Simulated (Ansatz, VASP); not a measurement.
One calculation of Mn, two programs

Contents of INCAR:

```
PREC = Accurate
ENCUT = 520
EDIFF = 1E-6
ISMEAR = -1
SIGMA = 0.1
LREAL = F
LASPH = T
NELM = 60
ALGO = Normal
ISIF = 2
LWAVE = F
LCHARG = F
GGA = PE
NBANDS = 34
```

The input KPOINTS:

```
Automatic mesh
0
Gamma
  16 16 5
```

File POSCAR:

```
Mn
1.0
    2.4849123881      0.0000000000      0.0000000000
   -1.2424561940      2.1519972542      0.0000000000
    0.0000000000      0.0000000000      8.0182170156
Mn
4
Direct
    1.0000000000      1.0000000000      0.0000000000
    1.0000000000      1.0000000000      0.5000000000
    0.3333333333      0.6666666667      0.2500000000
    0.6666666667      0.3333333333      0.7500000000
```

Input for Ansatz:

```yaml
crystal:
  lattice:
    - [2.4849123881, 0.0, 0.0]
    - [-1.242456194, 2.1519972542, 0.0]
    - [0.0, 0.0, 8.0182170156]
  atoms:
    - { symbol: Mn, position: [1.0, 1.0, 0.0] }
    - { symbol: Mn, position: [1.0, 1.0, 0.5] }
    - { symbol: Mn, position: [0.3333333333, 0.6666666667, 0.25] }
    - { symbol: Mn, position: [0.6666666667, 0.3333333333, 0.75] }
hamiltonian:
  xc: pbe
  pseudopotentials:
    kind: paw
    azcp:
      Mn: "pseudopotentials/Mn.paw.azcp"
basis:
  ecutwfc: 420
  fft_grid_basis: typed
kpoints:
  mp_grid: { grid: [16, 16, 5], shift: [0, 0, 0] }
magnetization:
  spin_polarized: false
scf:
  occupations: { method: fermi_dirac, width: 0.1 }
  lower_state_search: "off"
output:
  stress: true
```

Alike in both runs: task single point; functional PBE; k mesh 16 × 16 × 5; occupations fermi-dirac, width 0.1 eV; no spin polarisation.

|  | VASP | Ansatz |
| --- | --- | --- |
| version | VASP 6.6.1 | Ansatz 0.2.0 |
| potentials or method | VASP PAW PBE potentials, release 64 (Mn_pv), cutoff 520 eV | plane waves (420 eV) with PAW, scalar-relativistic |
| valence electrons in the cell | 52 | 60 |

Ansatz gave:

| Property | Result |
| --- | --- |
| pressure (GPa) | 0.0 |
| traceless stress, the component that is largest in VASP (GPa) | 0.00 |

Task: Which values does VASP return?

Result: Pressure (GPa): -0.1; traceless stress, the component that is largest in VASP (GPa): -0.08.

VASP's potentials hold 52 valence electrons a cell and Ansatz's 60, so a difference there can come from the potentials and not from the codes.
